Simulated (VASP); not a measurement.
Runs of VASP 6.6.1 on Sr. The structure is that of space group Fm-3m (No. 225), or close to it. The cells are those of the table. 

| cell | gap on the mesh (eV) | pressure (GPa) |
| --- | --- | --- |
| a = 4.383 Å, angles 60.0°, 1 atom | none | -0.8 |
| a = 4.332 Å, angles 60.0°, 1 atom | none | (a) |
| a = 4.321 Å, angles 60.0°, 1 atom | none | -0.4 |
| a = 4.189 Å, angles 60.0°, 1 atom | none | 0.7 |

Alike in all rows: task single point; level PBE; potentials or basis VASP PAW PBE potentials, release 64 (Sr_sv); no spin polarisation; k mesh 12 × 12 × 12; cutoff (eV) 520; smearing gaussian 0.1 eV.

Problem. Estimate the missing entries.

Solution. (a) -0.5.

A k mesh can miss the band edges, and the runs leave out spin-orbit coupling on Sr.

A gap of «none» marks levels without a gap at the run's occupations.
